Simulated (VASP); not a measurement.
# SiC (zinc blende) (F-43m) in VASP: further runs

The runs below take SiC (zinc blende) through single point, with LDA.

All numbers are computed with VASP 6.6.1; they aren't measurements. Logs are shortened: lines on timing, memory, paths and dates and some standing lists are left out, and cuts for length are marked.

### Step 1. The cell of the first run

Symmetry: F-43m, No. 216, cubic system. Conventional cell: a = 4.178 Å, b = 4.178 Å, c = 4.178 Å, α = 90.00°, β = 90.00°, γ = 90.00°. Within 2.4 Å of Si (site symmetry -43m) lie 4 C at 1.81 Å. Within 2.4 Å of C (site symmetry -43m) lie 4 Si at 1.81 Å.

### Step 2. Single point, LDA (volume scaled by 0.88)

File INCAR:

```
PREC     = Accurate       # precision mode
ENCUT    = 600            # plane-wave cutoff, eV
EDIFF    = 1E-6           # SCF threshold, eV
ISMEAR   = 0              # smearing method
SIGMA    = 0.01           # smearing width, eV
LREAL    = F              # projectors in reciprocal space
LASPH    = T              # aspherical terms in the spheres
NELM     = 120            # most SCF steps
ALGO     = Normal         # electronic algorithm
ISIF     = 2              # what is computed and relaxed
LWAVE    = F              # write WAVECAR
LCHARG   = F              # write CHGCAR
GGA      = CA             # functional
NBANDS   = 11             # bands
GGA_COMPAT= F
```

File KPOINTS:

```
regular mesh
0
Gamma
  10 10 10
```

File POSCAR:

```
SiC
1.0
    0.0000000000      2.0890590577      2.0890590577
    2.0890590577      0.0000000000      2.0890590577
    2.0890590577      2.0890590577      0.0000000000
Si C
1 1
Direct
    0.0000000000      0.0000000000      0.0000000000
    0.2500000000      0.2500000000      0.2500000000
```

Potentials or basis: VASP PAW LDA potentials, release 64 (Si, C).

Started as:

```sh
$ cat potpaw_LDA.64/Si/POTCAR potpaw_LDA.64/C/POTCAR > POTCAR
$ mpirun -np 1 vasp_std > vasp.out
```

OUTCAR:

```text
PREC = Accurate
   ENCUT = 600
   EDIFF = 1E-6
   ISMEAR = 0
   LREAL = F
   LASPH = T
   NELM = 120
   ISIF = 2
   GGA = CA

 ion  position               nearest neighbor table
   1  0.000  0.000  0.000-   2 1.81   2 1.81   2 1.81   2 1.81
   2  0.250  0.250  0.250-   1 1.81   1 1.81   1 1.81   1 1.81

  LATTYP: Found a face centered cubic cell.
 ALAT       =     4.1781181154

  Lattice vectors:

 A1 = (   0.0000000000,   2.0890590577,   2.0890590577)
 A2 = (   2.0890590577,   0.0000000000,   2.0890590577)
 A3 = (   2.0890590577,   2.0890590577,   0.0000000000)

Analysis of symmetry for initial positions (statically):
=====================================================================
 Subroutine PRICEL returns:
 Original cell was already a primitive cell.

 Routine SETGRP: Setting up the symmetry group for a
 face centered cubic supercell.

 Subroutine GETGRP returns: Found 24 space group operations
 (whereof 24 operations were pure point group operations)
 out of a pool of 48 trial point group operations.

The static configuration has the point symmetry T_d .

Analysis of symmetry for dynamics (positions and initial velocities):
=====================================================================
 Subroutine PRICEL returns:
 Original cell was already a primitive cell.

 Routine SETGRP: Setting up the symmetry group for a
 face centered cubic supercell.

 Subroutine GETGRP returns: Found 24 space group operations
 (whereof 24 operations were pure point group operations)
 out of a pool of 48 trial point group operations.

The dynamic configuration has the point symmetry T_d .

 Subroutine INISYM returns: Found 24 space group operations
 (whereof 24 operations are pure point group operations),
 and found     1 'primitive' translations

----------------------------------------------------------------------------------------

                                     Primitive cell

  volume of cell :      18.2340

  direct lattice vectors                    reciprocal lattice vectors
     0.000000000  2.089059058  2.089059058    -0.239342204  0.239342204  0.239342204
     2.089059058  0.000000000  2.089059058     0.239342204 -0.239342204  0.239342204
     2.089059058  2.089059058  0.000000000     0.239342204  0.239342204 -0.239342204

  length of vectors
     2.954375652  2.954375652  2.954375652     0.414552858  0.414552858  0.414552858

  position of ions in fractional coordinates (direct lattice)
     0.000000000  0.000000000  0.000000000
     0.250000000  0.250000000  0.250000000

  ion indices of the primitive-cell ions
   primitive index   ion index
                 1           1
                 2           2

[... 84 lines left out ...]
   EMIN   =  10.00;   EMAX   =-10.00  energy-range for DOS
   EFERMI =   0.00;   METHOD = LEGACY
   ISMEAR =     0;   SIGMA  =   0.01  broadening in eV -4-tet -1-fermi 0-gaus
   EFERMI_NEDOS =   21; number of points for ismear=-14 and -15
   IALGO  =     38    algorithm
   IMIX   =      4    mixing-type and parameters
     AMIX     =   0.40;   BMIX     =  1.00
     AMIX_MAG =   1.60;   BMIX_MAG =  1.00
  volume/ion in A,a.u.               =       9.12        61.52
  Fermi-wavevector in a.u.,A,eV,Ry     =   1.243972  2.350767 21.054574  1.547468
  Thomas-Fermi vector in A             =   2.378260
   LORBIT       =      0    0 simple, 1 ext, 2 COOP (PROOUT), +10 PAW based schemes
   GGA     = CA    functional components
   LHFCALC =     F    Hartree Fock is set to
   AEXX    =    0.0000 exact exchange contribution
   IVDW    =     0    specifies the selected vdW correction
   LEPSILON=     F    determine dielectric tensor
   LRPA    =     F    only Hartree local field effects (RPA)
 non-spin polarized calculation
 Gauss-broadening in eV      SIGMA  =   0.01
  energy-cutoff  :      600.00
  volume of cell :       18.23
 maximum number of plane-waves:       620
   NGX = 11   NGY = 11   NGZ = 11

 number of electron       8.0000000 magnetization

 Free energy of the ion-electron system (eV)
  ---------------------------------------------------
  ext. energy  EPLUGINS =         0.00000000
  ---------------------------------------------------
  free energy    TOTEN  =       -16.46269795 eV

  energy without entropy =      -16.46269795  energy(sigma->0) =      -16.46269795

 E-fermi :   9.6882     XC(G=0): -12.1037

 val. band max:        9.5629769387   @ k =   0.0000   0.0000   0.0000
 cond. band min:      10.7505484946   @ k =   0.5000   0.5000   0.0000
 fundamental gap:      1.1875715559
 Fermi energy:         9.6881667912

 k-point     1 :       0.0000    0.0000    0.0000
  band No.  band energies     occupation
      1      -6.7735      2.00000
      2       9.5630      2.00000
      3       9.5630      2.00000
      4       9.5630      2.00000
      5      17.3670      0.00000
      6      17.6822      0.00000
      7      17.6822      0.00000
      8      17.6822      0.00000
      9      24.7859      0.00000
     10      24.7859      0.00000
     11      27.7491      0.00000
[... 309 lines left out ...]
 k-point    24 :       0.4000    0.3000    0.0000
  band No.  band energies     occupation
      1      -3.2684      2.00000
      2       3.8805      2.00000
      3       6.1491      2.00000
      4       6.7365      2.00000
      5      12.4594      0.00000
      6      15.6111      0.00000
      7      22.4652      0.00000
      8      22.5728      0.00000
      9      24.7232      0.00000
     10      28.7337      0.00000
     11      32.6010      0.00000

 [... further k-points ...]

------------------------ aborting loop because EDIFF is reached ----------------------------------------

  FORCE on cell =-STRESS in cart. coord.  units (eV):
  Direction    XX          YY          ZZ          XY          YZ          ZX
  --------------------------------------------------------------------------------------
  -------------------------------------------------------------------------------------
  Total        3.4412777      3.4412777      3.4412777      0.0000000     -0.0000000     -0.0000000
  in kB      302.3765863    302.3765863    302.3765863      0.0000000     -0.0000000     -0.0000000
  external PRESSURE =     302.3765863 kB  Pullay stress =       0.0000000 kB

 VOLUME and BASIS-vectors are now :
 -----------------------------------------------------------------------------
  energy-cutoff  :      600.00
  volume of cell :       18.23
      direct lattice vectors                 reciprocal lattice vectors
     0.000000000  2.089059058  2.089059058    -0.239342204  0.239342204  0.239342204
     2.089059058  0.000000000  2.089059058     0.239342204 -0.239342204  0.239342204
     2.089059058  2.089059058  0.000000000     0.239342204  0.239342204 -0.239342204

 POSITION                                       TOTAL-FORCE (eV/Angst)
 -----------------------------------------------------------------------------------
      0.00000      0.00000      0.00000         0.000000      0.000000      0.000000
      1.04453      1.04453      1.04453        -0.000000     -0.000000     -0.000000
 -----------------------------------------------------------------------------------
    total drift:                                0.000000      0.000000      0.000000

  FREE ENERGIE OF THE ION-ELECTRON SYSTEM (eV)
  ---------------------------------------------------
  free  energy   TOTEN  =       -16.4626979531 eV

  energy  without entropy=      -16.4626979531  energy(sigma->0) =      -16.46269795
```

OSZICAR:

```text
N       E                     dE             d eps       ncg     rms          rms(c)
DAV:   1     0.376216209349E+01    0.37622E+01   -0.43776E+03  1098   0.700E+02
DAV:   2    -0.182741986546E+02   -0.22036E+02   -0.20536E+02  1311   0.121E+02
DAV:   3    -0.189126070962E+02   -0.63841E+00   -0.63689E+00  1273   0.166E+01
DAV:   4    -0.189150185119E+02   -0.24114E-02   -0.24113E-02  1182   0.131E+00
DAV:   5    -0.189150286267E+02   -0.10115E-04   -0.10115E-04  1279   0.795E-02    0.105E+01
DAV:   6    -0.165982920832E+02    0.23167E+01   -0.75309E+00  1160   0.128E+01    0.477E+00
DAV:   7    -0.164839171227E+02    0.11437E+00   -0.57187E-01  1231   0.428E+00    0.204E+00
DAV:   8    -0.164630915209E+02    0.20826E-01   -0.29557E-02  1169   0.106E+00    0.190E-01
DAV:   9    -0.164626893314E+02    0.40219E-03   -0.19192E-03  1265   0.246E-01    0.104E-01
DAV:  10    -0.164626974348E+02   -0.81034E-05   -0.10395E-04  1172   0.655E-02    0.365E-02
DAV:  11    -0.164626979531E+02   -0.51832E-06   -0.14289E-06  1235   0.869E-03
   1 F= -.16462698E+02 E0= -.16462698E+02  d E =-.145662E-72
```

Wall time 13 s (1 thread of Intel Xeon 8259CL, shared host); peak memory 0.12 GiB.

What came out:

- Free energy: -16.4627 eV
- Pressure: 30.2 GPa
- Band gap on the k mesh: 1.19 eV, indirect (least direct gap 4.62 eV)

Levels at points of the mesh, in eV from the valence-band top:
| k point | band 1 | band 2 | band 3 | band 4 | band 5 | band 6 | band 7 | band 8 |
| --- | --- | --- | --- | --- | --- | --- | --- | --- |
| (0.00, 0.00, 0.00) | -16.34 | 0.00 | 0.00 | 0.00 | 7.80 | 8.12 | 8.12 | 8.12 |
| (0.50, 0.00, 0.00) | -12.22 | -9.28 | -1.08 | -1.08 | 6.58 | 7.66 | 7.66 | 10.64 |
| (0.50, 0.50, 0.00) | -10.61 | -8.24 | -3.43 | -3.43 | 1.19 | 4.66 | 15.33 | 15.33 |

(Continued in part 2 of 2.)
